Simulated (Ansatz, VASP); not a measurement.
## One calculation of La, two programs

File INCAR:

```
SYSTEM = La
PREC = Accurate
ENCUT = 520
EDIFF = 1E-6
ISMEAR = -1
SIGMA = 0.1
LREAL = .False.
LASPH = .True.
NELM = 100
ALGO = Normal
ISIF = 2
LWAVE = .False.
LCHARG = .False.
GGA = CA
NBANDS = 30
```

File KPOINTS:

```
Automatic mesh
0
Gamma
  13 13 4
  0 0 0
```

POSCAR

```
La
1.0
    3.4494609805      0.0000000000      0.0000000000
   -1.7247304902      2.9873208384      0.0000000000
    0.0000000000      0.0000000000     11.0705152433
La
4
Direct
    0.0000000000      0.0000000000      1.0000000000
    0.0000000000      0.0000000000      0.5000000000
    0.3333333333      0.6666666667      0.7500000000
    0.6666666667      0.3333333333      0.2500000000
```

Input for Ansatz:

```yaml
crystal:
  lattice:
    - [3.4494609805, 0.0, 0.0]
    - [-1.7247304902, 2.9873208384, 0.0]
    - [0.0, 0.0, 11.0705152433]
  atoms:
    - { symbol: La, position: [0.0, 0.0, 1.0] }
    - { symbol: La, position: [0.0, 0.0, 0.5] }
    - { symbol: La, position: [0.3333333333, 0.6666666667, 0.75] }
    - { symbol: La, position: [0.6666666667, 0.3333333333, 0.25] }
hamiltonian:
  xc: lda
  pseudopotentials:
    kind: paw
    azcp:
      La: "pseudopotentials/La.paw.azcp"
basis:
  ecutwfc: 420
  fft_grid_basis: typed
kpoints:
  mp_grid: { grid: [13, 13, 4], shift: [0, 0, 0] }
magnetization:
  spin_polarized: false
scf:
  occupations: { method: fermi_dirac, width: 0.1 }
output:
  stress: true
```

Alike in both runs: task single point; functional LDA; k mesh 13 × 13 × 4; occupations fermi-dirac, width 0.1 eV; no spin polarisation.

```csv
,VASP,Ansatz
version,VASP 6.6.1,Ansatz 0.2.0
potentials or method,"VASP PAW LDA potentials, release 64 (La), cutoff 520 eV","plane waves (420 eV) with PAW, scalar-relativistic"
valence electrons in the cell,44,44
```

|  | VASP | Ansatz | Ansatz less VASP |
| --- | --- | --- | --- |
| pressure (GPa) | 4.2 | 4.3 | +0.12 |
| traceless stress, the component that is largest in VASP (GPa) | 0.23 | 0.24 | +0.011 |

Ansatz warns that its potentials were made for another functional, while VASP's fit it. LDA's correlation is that of Perdew and Zunger in VASP and of Perdew and Wang (1992) in Ansatz.

Neither program's run includes spin-orbit coupling.
